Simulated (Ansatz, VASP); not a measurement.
## VH2: VASP beside Ansatz

```
CELL_PARAMETERS angstrom
0.00000 2.09375 2.09375
2.09375 0.00000 2.09375
2.09375 2.09375 0.00000
ATOMIC_POSITIONS crystal
V 0.00000 0.00000 0.00000
H 0.25000 0.25000 0.25000
H 0.75000 0.75000 0.75000
```

Alike in both runs: functional r2SCAN; k mesh 16 × 16 × 16; occupations gaussian, width 0.1 eV; collinear spin.

Ansatz relaxed the structure, and its values are those at the end. VASP's run is a single point on that final structure, the one shown.

|  | VASP | Ansatz |
| --- | --- | --- |
| version | VASP 6.6.1 | Ansatz 0.2.0 |
| potentials or method | VASP PAW PBE potentials, release 64 (V_sv, H), cutoff 520 eV | scalar-relativistic, plane waves, PAW |
| valence electrons in the cell | 15 | 15 |

|  | VASP | Ansatz | Ansatz less VASP |
| --- | --- | --- | --- |
| gap on the k mesh at the Fermi level (eV) | none | none | - |
| pressure (GPa) | 0.4 | 0.0 | -0.41 |
| net moment per atom (μB) | 0.00 | 0.00 | 0.000 |

VASP's potentials were made for PBE, not for r2SCAN. A gap of «none» marks a metal or a gap that the smearing closes. With one functional, cell and mesh, what is left measures potentials, basis and numerics. Ansatz's warnings: seeded moment not kept.
